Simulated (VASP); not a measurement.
# HfMg3 (Pm-3m) in VASP: further runs

The runs below take HfMg3 through single point, with PBE, PBEsol, LDA.

Program: VASP 6.6.1. These are calculated values, not measurements. Logs are shortened: lines on timing, memory, paths and dates and some standing lists are left out, and cuts for length are marked.

## 1. The cell of the first run

The structure is cubic, space group Pm-3m (No. 221). Conventional cell: a = 4.435 Å, b = 4.435 Å, c = 4.435 Å, α = 90.00°, β = 90.00°, γ = 90.00°. Hf (site symmetry m-3m) has 12 Mg at 3.14 Å within 4.1 Å. Within 4.1 Å of Mg (site symmetry 4/mmm) lie 4 Hf at 3.14 Å and 8 Mg at 3.14 Å.

## 2. Single point, PBE

Contents of INCAR:

```
PREC = Accurate
ENCUT = 520
EDIFF = 1E-7
ISMEAR = 0
SIGMA = 0.05
LREAL = False
LASPH = True
NELM = 100
ALGO = Normal
ISIF = 2
LWAVE = False
LCHARG = False
GGA = PE
NBANDS = 16
```

Contents of KPOINTS:

```
Automatic mesh
0
Gamma
  8 8 8
```

Contents of POSCAR:

```
HfMg3
1.0
    4.4351854621      0.0000000000      0.0000000000
    0.0000000000      4.4351854621      0.0000000000
    0.0000000000      0.0000000000      4.4351854621
Hf Mg
1 3
Direct
    0.0000000000      0.0000000000      0.0000000000
    0.0000000000      0.5000000000      0.5000000000
    0.5000000000      0.5000000000      0.0000000000
    0.5000000000      0.0000000000      0.5000000000
```

Potentials or basis: VASP PAW PBE potentials, release 64 (Hf_pv, Mg).

On the command line:

```
> cat potpaw_PBE.64/Hf_pv/POTCAR potpaw_PBE.64/Mg/POTCAR > POTCAR
> mpirun -np 1 vasp_std > vasp.out
```

OUTCAR:

```text
PREC = Accurate
   ENCUT = 520
   EDIFF = 1E-7
   ISMEAR = 0
   LREAL = False
   LASPH = True
   NELM = 100
   ISIF = 2
   GGA = PE

 ion  position               nearest neighbor table
   1  0.000  0.000  0.000-   2 3.14   3 3.14   4 3.14   2 3.14   4 3.14   2 3.14   3 3.14   2 3.14
                             3 3.14   4 3.14   4 3.14   3 3.14
   2  0.000  0.500  0.500-   1 3.14   3 3.14   4 3.14   1 3.14   3 3.14   1 3.14   4 3.14   1 3.14
                             3 3.14   4 3.14   3 3.14   4 3.14
   3  0.500  0.500  0.000-   1 3.14   2 3.14   4 3.14   2 3.14   4 3.14   1 3.14   4 3.14   4 3.14
                             1 3.14   2 3.14   2 3.14   1 3.14
   4  0.500  0.000  0.500-   1 3.14   2 3.14   3 3.14   1 3.14   3 3.14   2 3.14   3 3.14   3 3.14
                             1 3.14   2 3.14   1 3.14   2 3.14

  LATTYP: Found a simple cubic cell.
 ALAT       =     4.4351854621

  Lattice vectors:

 A1 = (   4.4351854621,   0.0000000000,   0.0000000000)
 A2 = (   0.0000000000,   4.4351854621,   0.0000000000)
 A3 = (   0.0000000000,   0.0000000000,   4.4351854621)

Analysis of symmetry for initial positions (statically):
=====================================================================
 Subroutine PRICEL returns:
 Original cell was already a primitive cell.

 Routine SETGRP: Setting up the symmetry group for a
 simple cubic supercell.

 Subroutine GETGRP returns: Found 48 space group operations
 (whereof 48 operations were pure point group operations)
 out of a pool of 48 trial point group operations.

The static configuration has the point symmetry O_h .

Analysis of symmetry for dynamics (positions and initial velocities):
=====================================================================
 Subroutine PRICEL returns:
 Original cell was already a primitive cell.

 Routine SETGRP: Setting up the symmetry group for a
 simple cubic supercell.

 Subroutine GETGRP returns: Found 48 space group operations
 (whereof 48 operations were pure point group operations)
 out of a pool of 48 trial point group operations.

The dynamic configuration has the point symmetry O_h .

 Subroutine INISYM returns: Found 48 space group operations
 (whereof 48 operations are pure point group operations),
 and found     1 'primitive' translations

[... 99 lines left out ...]
   LREAL  =      F    real-space projection
   EDIFFG = 0.1E-05   stopping-criterion for IOM
   NSW    =      0    number of steps for IOM
   IBRION =     -1    ionic relax: 0-MD 1-quasi-New 2-CG
   NFREE  =      0    steps in history (QN), initial steepest desc. (CG)
   ISIF   =      2    stress and relaxation
   ISYM   =      2    0-nonsym 1-usesym 2-fastsym
   POTIM  = 0.5000    time-step for ionic-motion
   TEBEG  =    0.0;   TEEND  =   0.0 temperature during run
   PSTRESS=    0.0 pullay stress
   NELECT =      16.0000    total number of electrons
   NUPDOWN=      -1.0000    fix difference up-down
   EMIN   =  10.00;   EMAX   =-10.00  energy-range for DOS
   EFERMI =   0.00;   METHOD = LEGACY
   ISMEAR =     0;   SIGMA  =   0.05  broadening in eV -4-tet -1-fermi 0-gaus
   EFERMI_NEDOS =   21; number of points for ismear=-14 and -15
   IALGO  =     38    algorithm
   IMIX   =      4    mixing-type and parameters
     AMIX     =   0.40;   BMIX     =  1.00
     AMIX_MAG =   1.60;   BMIX_MAG =  1.00
  volume/ion in A,a.u.               =      21.81       147.19
  Fermi-wavevector in a.u.,A,eV,Ry     =   0.930114  1.757661 11.770574  0.865113
  Thomas-Fermi vector in A             =   2.056469
   LORBIT       =      0    0 simple, 1 ext, 2 COOP (PROOUT), +10 PAW based schemes
   GGA     = PE    functional components
   LHFCALC =     F    Hartree Fock is set to
   AEXX    =    0.0000 exact exchange contribution
   IVDW    =     0    specifies the selected vdW correction
   LEPSILON=     F    determine dielectric tensor
   LRPA    =     F    only Hartree local field effects (RPA)
 non-spin polarized calculation
 Gauss-broadening in eV      SIGMA  =   0.05
  energy-cutoff  :      520.00
  volume of cell :       87.24
 maximum number of plane-waves:      2373
 NGX is ok and might be reduce to    36
   NGX = 17   NGY = 17   NGZ = 17

 number of electron      15.9999999 magnetization

 Free energy of the ion-electron system (eV)
  ---------------------------------------------------
  ext. energy  EPLUGINS =         0.00000000
  ---------------------------------------------------
  free energy    TOTEN  =       -13.88245208 eV

  energy without entropy =      -13.87883717  energy(sigma->0) =      -13.88064462

 E-fermi :   3.0566     XC(G=0):  -9.3796

 val. band max:        2.9981943535   @ k =   0.5000   0.3750   0.1250
 cond. band min:       3.0574943240   @ k =   0.3750   0.2500   0.0000
 fundamental gap:      0.0592999705
 Fermi energy:         3.0566193460

 k-point     1 :       0.0000    0.0000    0.0000
  band No.  band energies     occupation
      1     -27.9773      2.00000
      2     -27.9773      2.00000
      3     -27.9773      2.00000
      4      -3.7997      2.00000
      5       1.8730      2.00000
      6       1.8730      2.00000
[... 433 lines left out ...]
      3     -27.9776      2.00000
      4      -0.7234      2.00000
      5      -0.5768      2.00000
      6       0.9336      2.00000
[... 8 lines left out ...]
     15       8.1210      0.00000
     16       8.8093      0.00000

 [... further k-points ...]

------------------------ aborting loop because EDIFF is reached ----------------------------------------

  FORCE on cell =-STRESS in cart. coord.  units (eV):
  Direction    XX          YY          ZZ          XY          YZ          ZX
  --------------------------------------------------------------------------------------
  -------------------------------------------------------------------------------------
  Total       -0.0651514     -0.0651514     -0.0651514     -0.0000000     -0.0000000      0.0000000
  in kB       -1.1964616     -1.1964616     -1.1964616     -0.0000000     -0.0000000      0.0000000
  external PRESSURE =      -1.1964616 kB  Pullay stress =       0.0000000 kB

 VOLUME and BASIS-vectors are now :
 -----------------------------------------------------------------------------
  energy-cutoff  :      520.00
  volume of cell :       87.24
      direct lattice vectors                 reciprocal lattice vectors
     4.435185462  0.000000000  0.000000000     0.225469715  0.000000000  0.000000000
     0.000000000  4.435185462  0.000000000     0.000000000  0.225469715  0.000000000
     0.000000000  0.000000000  4.435185462     0.000000000  0.000000000  0.225469715

 POSITION                                       TOTAL-FORCE (eV/Angst)
 -----------------------------------------------------------------------------------
      0.00000      0.00000      0.00000         0.000000      0.000000      0.000000
      0.00000      2.21759      2.21759         0.000000      0.000000      0.000000
      2.21759      2.21759      0.00000         0.000000      0.000000      0.000000
      2.21759      0.00000      2.21759         0.000000      0.000000      0.000000
 -----------------------------------------------------------------------------------
    total drift:                                0.000000     -0.000000     -0.000000

  FREE ENERGIE OF THE ION-ELECTRON SYSTEM (eV)
  ---------------------------------------------------
  free  energy   TOTEN  =       -13.8824520771 eV

  energy  without entropy=      -13.8788371728  energy(sigma->0) =      -13.88064462
```

OSZICAR:

```text
N       E                     dE             d eps       ncg     rms          rms(c)
DAV:   1     0.238496341391E+02    0.23850E+02   -0.69577E+03  1208   0.808E+02
DAV:   2    -0.131679315548E+02   -0.37018E+02   -0.34659E+02  1536   0.152E+02
DAV:   3    -0.145060558032E+02   -0.13381E+01   -0.13162E+01  1384   0.192E+01
DAV:   4    -0.145225266352E+02   -0.16471E-01   -0.16461E-01  1352   0.259E+00
DAV:   5    -0.145227680791E+02   -0.24144E-03   -0.24144E-03  1440   0.295E-01    0.321E+01
DAV:   6    -0.139705479971E+02    0.55222E+00   -0.10414E+00  1144   0.496E+00    0.213E+01
DAV:   7    -0.138867328030E+02    0.83815E-01   -0.32111E-01  1448   0.290E+00    0.189E+00
DAV:   8    -0.138828586854E+02    0.38741E-02   -0.13269E-02  1216   0.672E-01    0.438E-01
DAV:   9    -0.138824611501E+02    0.39754E-03   -0.23433E-03  1336   0.277E-01    0.199E-01
DAV:  10    -0.138824554536E+02    0.56964E-05   -0.42880E-05  1472   0.325E-02    0.169E-02
DAV:  11    -0.138824521174E+02    0.33362E-05   -0.49674E-06  1304   0.154E-02    0.566E-03
DAV:  12    -0.138824520771E+02    0.40359E-07   -0.21739E-07  1320   0.295E-03
   1 F= -.13882452E+02 E0= -.13880645E+02  d E =-.361490E-02
```

stdout:

```text
POSCAR found type information on POSCAR HfMg
 POSCAR found :  2 types and       4 ions
 scaLAPACK will be used
 LDA part: xc-table for (Slater+PW92), standard interpolation
 POSCAR, INCAR and KPOINTS ok, starting setup
 FFT: planning ... GRIDC
 FFT: planning ... GRID_SOFT
 FFT: planning ... GRID
 WAVECAR not read
 entering main loop
```

Wall time 72 s (1 thread of Intel Xeon 8259CL, shared host); peak memory 0.23 GiB.

Results:

| Property | Result |
| --- | --- |
| Free energy | -13.8825 eV |
| Pressure | -0.1 GPa |
| Band gap on the k mesh | zero (bands 8 and 9 overlap by 1.44 eV) |

Caveat: spin-orbit coupling is left out, which moves the levels of the heavy elements.

## 3. Single point, PBEsol

Contents of INCAR:

```
PREC     = Accurate       # precision mode
ENCUT    = 520            # plane-wave cutoff, eV
EDIFF    = 1E-7           # SCF threshold, eV
ISMEAR   = 0              # smearing method
SIGMA    = 0.05           # smearing width, eV
LREAL    = F              # projectors in reciprocal space
LASPH    = T              # aspherical terms in the spheres
NELM     = 100            # most SCF steps
ALGO     = Normal         # electronic algorithm
ISIF     = 2              # what is computed and relaxed
LWAVE    = F              # write WAVECAR
LCHARG   = F              # write CHGCAR
GGA      = PS             # functional
NBANDS   = 16             # bands
```

Contents of KPOINTS:

```
regular mesh
0
Gamma
  8 8 8
```

POSCAR is that of step 2.

Potentials or basis: VASP PAW PBE potentials, release 64 (Hf_pv, Mg).

On the command line:

```
> cat potpaw_PBE.64/Hf_pv/POTCAR potpaw_PBE.64/Mg/POTCAR > POTCAR
> mpirun -np 1 vasp_std > vasp.out
```

OUTCAR:

```text
PREC = Accurate
   ENCUT = 520
   EDIFF = 1E-7
   ISMEAR = 0
   LREAL = F
   LASPH = T
   NELM = 100
   ISIF = 2
   GGA = PS

 ion  position               nearest neighbor table
   1  0.000  0.000  0.000-   2 3.14   3 3.14   4 3.14   2 3.14   4 3.14   2 3.14   3 3.14   2 3.14
                             3 3.14   4 3.14   4 3.14   3 3.14
   2  0.000  0.500  0.500-   1 3.14   3 3.14   4 3.14   1 3.14   3 3.14   1 3.14   4 3.14   1 3.14
                             3 3.14   4 3.14   3 3.14   4 3.14
   3  0.500  0.500  0.000-   1 3.14   2 3.14   4 3.14   2 3.14   4 3.14   1 3.14   4 3.14   4 3.14
                             1 3.14   2 3.14   2 3.14   1 3.14
   4  0.500  0.000  0.500-   1 3.14   2 3.14   3 3.14   1 3.14   3 3.14   2 3.14   3 3.14   3 3.14
                             1 3.14   2 3.14   1 3.14   2 3.14

  LATTYP: Found a simple cubic cell.
 ALAT       =     4.4351854621

  Lattice vectors:

 A1 = (   4.4351854621,   0.0000000000,   0.0000000000)
 A2 = (   0.0000000000,   4.4351854621,   0.0000000000)
 A3 = (   0.0000000000,   0.0000000000,   4.4351854621)

Analysis of symmetry for initial positions (statically):
=====================================================================
 Subroutine PRICEL returns:
[... 181 lines left out ...]
 Fermi energy:         2.9703029903

 k-point     1 :       0.0000    0.0000    0.0000
  band No.  band energies     occupation
      1     -28.0068      2.00000
      2     -28.0068      2.00000
      3     -28.0068      2.00000
      4      -3.8781      2.00000
      5       1.7885      2.00000
      6       1.7885      2.00000
[... 433 lines left out ...]
      3     -28.0070      2.00000
      4      -0.7972      2.00000
      5      -0.6597      2.00000
      6       0.8618      2.00000
[... 8 lines left out ...]
     15       8.0487      0.00000
     16       8.7336      0.00000

 [... further k-points ...]

------------------------ aborting loop because EDIFF is reached ----------------------------------------

  FORCE on cell =-STRESS in cart. coord.  units (eV):
  Direction    XX          YY          ZZ          XY          YZ          ZX
  --------------------------------------------------------------------------------------
  -------------------------------------------------------------------------------------
  Total       -0.8322183     -0.8322183     -0.8322183     -0.0000000      0.0000000      0.0000000
  in kB      -15.2831356    -15.2831356    -15.2831356     -0.0000000      0.0000000      0.0000000
  external PRESSURE =     -15.2831356 kB  Pullay stress =       0.0000000 kB

 VOLUME and BASIS-vectors are now :
 -----------------------------------------------------------------------------
  energy-cutoff  :      520.00
  volume of cell :       87.24
      direct lattice vectors                 reciprocal lattice vectors
     4.435185462  0.000000000  0.000000000     0.225469715  0.000000000  0.000000000
     0.000000000  4.435185462  0.000000000     0.000000000  0.225469715  0.000000000
     0.000000000  0.000000000  4.435185462     0.000000000  0.000000000  0.225469715

 POSITION                                       TOTAL-FORCE (eV/Angst)
 -----------------------------------------------------------------------------------
      0.00000      0.00000      0.00000         0.000000      0.000000      0.000000
      0.00000      2.21759      2.21759         0.000000      0.000000      0.000000
      2.21759      2.21759      0.00000         0.000000      0.000000      0.000000
      2.21759      0.00000      2.21759         0.000000      0.000000      0.000000
 -----------------------------------------------------------------------------------
    total drift:                                0.000000     -0.000000     -0.000000

  FREE ENERGIE OF THE ION-ELECTRON SYSTEM (eV)
  ---------------------------------------------------
  free  energy   TOTEN  =       -15.0270055576 eV

  energy  without entropy=      -15.0234078939  energy(sigma->0) =      -15.02520673
```

Run time: 75 s. Hardware: 1 thread of Intel Xeon 8259CL, shared host; peak memory 0.23 GiB.

Results:

| Property | Result |
| --- | --- |
| Free energy | -15.0270 eV |
| Pressure | -1.5 GPa |
| Band gap on the k mesh | zero (bands 8 and 9 overlap by 1.44 eV) |

Caveat: the PAW data sets were made with another functional, which shifts forces and pressure a little; spin-orbit coupling is left out, which moves the levels of the heavy elements.

## 4. Single point, LDA

Contents of INCAR:

```
  ALGO = Fast
  EDIFF = 1E-7
  ENCUT = 520
  ISIF = 2
  ISMEAR = 0
  LASPH = True
  LCHARG = False
  LREAL = False
  LWAVE = False
  NBANDS = 16
  NELM = 60
  PREC = Accurate
  SIGMA = 0.05
```

Contents of KPOINTS:

```
k-points
0
Gamma
  8 8 8
```

POSCAR is that of step 3.

Potentials or basis: VASP PAW LDA potentials, release 64 (Hf_pv, Mg).

On the command line:

```
> cat potpaw_LDA.64/Hf_pv/POTCAR potpaw_LDA.64/Mg/POTCAR > POTCAR
> mpirun -np 1 vasp_std > vasp.out
```

It took 90 s on 1 thread of Intel Xeon 8259CL, shared host; peak memory 0.2 GiB.

The run converged. Its results:

```yaml
Free_energy: -15.5822 eV
Pressure: -3.9 GPa
Band_gap_on_the_k_mesh: zero (bands 8 and 9 overlap by 1.41 eV)
```

Levels at points of the mesh, in eV from the Fermi level:
| k point | band 5 | band 6 | band 7 | band 8 | band 9 | band 10 | band 11 | band 12 |
| --- | --- | --- | --- | --- | --- | --- | --- | --- |
| (0.00, 0.00, 0.00) | -1.18 | -1.18 | 0.67 | 0.67 | 0.67 | 1.23 | 1.23 | 1.23 |
| (0.50, 0.00, 0.00) | -4.58 | -0.69 | -0.29 | -0.29 | 1.44 | 1.90 | 2.76 | 2.76 |
| (0.50, 0.50, 0.00) | -3.09 | -2.55 | -2.55 | 0.23 | 0.23 | 1.49 | 2.30 | 2.30 |
| (0.50, 0.50, 0.50) | -2.20 | -2.20 | -1.36 | -0.71 | -0.71 | -0.71 | -0.25 | 2.35 |

Caveat: the cell stands under tension; spin-orbit coupling is left out, which moves the levels of the heavy elements.

## 5. Single point, PBE (22.25 Å³/atom)

This run uses another cell than the first one, of 22.25 Å³/atom.

Contents of INCAR:

```
PREC = Accurate
ENCUT = 520
EDIFF = 1E-7
ISMEAR = 0
SIGMA = 0.05
LREAL = F
LASPH = T
NELM = 100
ALGO = Fast
ISIF = 2
LWAVE = F
LCHARG = T
GGA = PE
LELF = T
LVHAR = T
NBANDS = 16
```

Contents of KPOINTS:

```
Automatic mesh
0
Gamma
  8 8 8
```

Contents of POSCAR:

```
HfMg3
1.0
    4.4645584073      0.0000000000      0.0000000000
    0.0000000000      4.4645584073      0.0000000000
    0.0000000000      0.0000000000      4.4645584073
Hf Mg
1 3
Direct
    0.0000000000      0.0000000000      0.0000000000
    0.0000000000      0.5000000000      0.5000000000
    0.5000000000      0.5000000000      0.0000000000
    0.5000000000      0.0000000000      0.5000000000
```

Potentials or basis: VASP PAW PBE potentials, release 64 (Hf_pv, Mg).

On the command line:

```
> cat potpaw_PBE.64/Hf_pv/POTCAR potpaw_PBE.64/Mg/POTCAR > POTCAR
> mpirun -np 1 vasp_std > vasp.out
```

Wall time 1.8 min (1 thread of Intel Xeon 8259CL, shared host); peak memory 0.23 GiB.

Results (log left out):

* Free energy: -13.8753 eV
* Pressure: -1.2 GPa
* Band gap on the k mesh: zero (bands 8 and 9 overlap by 1.42 eV)

Levels at points of the mesh, in eV from the Fermi level:
```csv
k point,band 5,band 6,band 7,band 8,band 9,band 10,band 11,band 12
"(0.00, 0.00, 0.00)",-1.16,-1.16,0.59,0.59,0.59,1.24,1.24,1.24
"(0.50, 0.00, 0.00)",-4.58,-0.68,-0.29,-0.29,1.45,1.90,2.66,2.66
"(0.50, 0.50, 0.00)",-3.11,-2.60,-2.60,0.24,0.24,1.49,2.27,2.31
"(0.50, 0.50, 0.50)",-2.17,-2.17,-1.39,-0.80,-0.80,-0.80,-0.30,2.36
```

Caveat: spin-orbit coupling is left out, which moves the levels of the heavy elements.

## 6. Summary

| level | potentials or basis | cell | gap on the mesh (eV) | pressure (GPa) |
| --- | --- | --- | --- | --- |
| PBE | VASP PAW PBE potentials, release 64 (Hf_pv, Mg) | a = 4.435 Å, 4 atoms | none | -0.1 |
| PBEsol | VASP PAW PBE potentials, release 64 (Hf_pv, Mg) | a = 4.435 Å, 4 atoms | none | -1.5 |
| LDA | VASP PAW LDA potentials, release 64 (Hf_pv, Mg) | a = 4.435 Å, 4 atoms | none | -3.9 |
| PBE | VASP PAW PBE potentials, release 64 (Hf_pv, Mg) | a = 4.465 Å, 4 atoms | none | -1.2 |

Alike in all rows: task single point; no spin polarisation; k mesh 8 × 8 × 8; cutoff (eV) 520; smearing gaussian 0.05 eV.

Caveats: spin-orbit coupling is left out, which moves the levels of the heavy elements; the PAW data sets were made with another functional, which shifts forces and pressure a little (at least some runs); the cell stands under tension (at least some runs).

Absolute energies hang on the potentials; compare differences alone.
